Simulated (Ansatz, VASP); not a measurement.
One calculation of ZrC, two programs

```
Zr C
1.0
     0.00000    2.35220    2.35220
     2.35220    0.00000    2.35220
     2.35220    2.35220    0.00000
Zr C
1 1
Cartesian
  0.0000 0.0000 0.0000
  2.3522 2.3522 2.3522
```

Alike in both runs: task relaxation of cell and atoms; functional PBE; k mesh 6 × 6 × 6; occupations gaussian, width 0.1 eV; no spin polarisation.

```csv
,VASP,Ansatz
version,VASP 6.6.1,Ansatz 0.2.0
potentials or method,"VASP PAW PBE potentials, release 64 (Zr_sv, C), cutoff 600 eV","scalar-relativistic, plane waves, PAW"
valence electrons in the cell,16,16
```

Ansatz gave:

| Item | Value |
| --- | --- |
| gap on the k mesh at the Fermi level, each at its own relaxed structure (eV) | none |
| relaxed volume (Å³/atom) | 13.05 |
| relaxed length of the cell vector where the two differ most in proportion (Å) | 3.330 |

Problem. Which values does VASP return?

Solution. gap on the k mesh at the Fermi level, each at its own relaxed structure (eV): none; relaxed volume (Å³/atom): 13.06; relaxed length of the cell vector where the two differ most in proportion (Å): 3.331.

A gap of «none» marks a metal or a gap that the smearing closes.

The k mesh is coarse, so the values compare programs but aren't converged.
